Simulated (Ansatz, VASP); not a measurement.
**KI: VASP beside Ansatz**

INCAR

```
SYSTEM = KI
PREC     = Accurate       ! precision mode
ENCUT    = 600            ! plane-wave cutoff, eV
EDIFF    = 1E-7           ! SCF threshold, eV
ISMEAR   = 0              ! smearing method
SIGMA    = 0.02           ! smearing width, eV
LREAL    = .False.        ! projectors in reciprocal space
LASPH    = .True.         ! aspherical terms in the spheres
NELM     = 60             ! most SCF steps
ALGO     = Normal         ! electronic algorithm
ISIF     = 3              ! what is computed and relaxed
LWAVE    = .False.        ! write WAVECAR
LCHARG   = .False.        ! write CHGCAR
GGA      = PE             ! functional
IBRION   = 2              ! ionic algorithm
NSW      = 100            ! ionic steps
EDIFFG   = -0.01          ! ionic threshold
```

Contents of KPOINTS:

```
regular mesh
0
Gamma
  6 6 4
  0 0 0
```

File POSCAR:

```
KI
1.0
    4.8969290641      0.0000000000      0.0000000000
    0.0000000000      4.8969290641      0.0000000000
    0.0000000000      0.0000000000      6.9881456137
K I
1 1
Direct
    0.0000000000      0.0000000000      0.5000000000
    0.5000000000      0.5000000000      0.5000000000
```

Input for Ansatz:

```yaml
crystal:
  lattice:
    - [4.8969290641, 0.0, 0.0]
    - [0.0, 4.8969290641, 0.0]
    - [0.0, 0.0, 6.9881456137]
  atoms:
    - { symbol: K, position: [0.0, 0.0, 0.5] }
    - { symbol: I, position: [0.5, 0.5, 0.5] }
basis:
  ecutwfc: 420
kpoints:
  mp_grid: { grid: [6, 6, 4] }
hamiltonian:
  xc: pbe
scf:
  occupations: { method: gaussian, width: 0.02 }
output:
  forces: true
  stress: true
  eigenvalues: true
relax:
  adjacent_minimum: "off"
  f_tol: 0.01
  max_steps: 80
  cell: { stress_tol: 0.05 }
```

Alike in both runs: task relaxation of cell and atoms; functional PBE; k mesh 6 × 6 × 4; occupations gaussian, width 0.02 eV; no spin polarisation.

|  | VASP | Ansatz |
| --- | --- | --- |
| version | VASP 6.6.1 | Ansatz 0.2.0 |
| potentials or method | VASP PAW PBE potentials, release 64 (K_sv, I), cutoff 600 eV | scalar-relativistic, plane waves, PAW |
| valence electrons in the cell | 16 | 26 |

```tsv
	VASP	Ansatz	Ansatz less VASP
gap on the k mesh at the Fermi level, each at its own relaxed structure (eV)	3.65	3.65	-0.006
relaxed volume (Å³/atom)	85.00	83.79	-1.216
relaxed length of the cell vector where the two differ most in proportion (Å)	7.074	6.988	-0.0858
```

VASP's potentials hold 16 valence electrons a cell and Ansatz's 26, so a difference there can come from the potentials and not from the codes.

Neither program's run includes spin-orbit coupling.
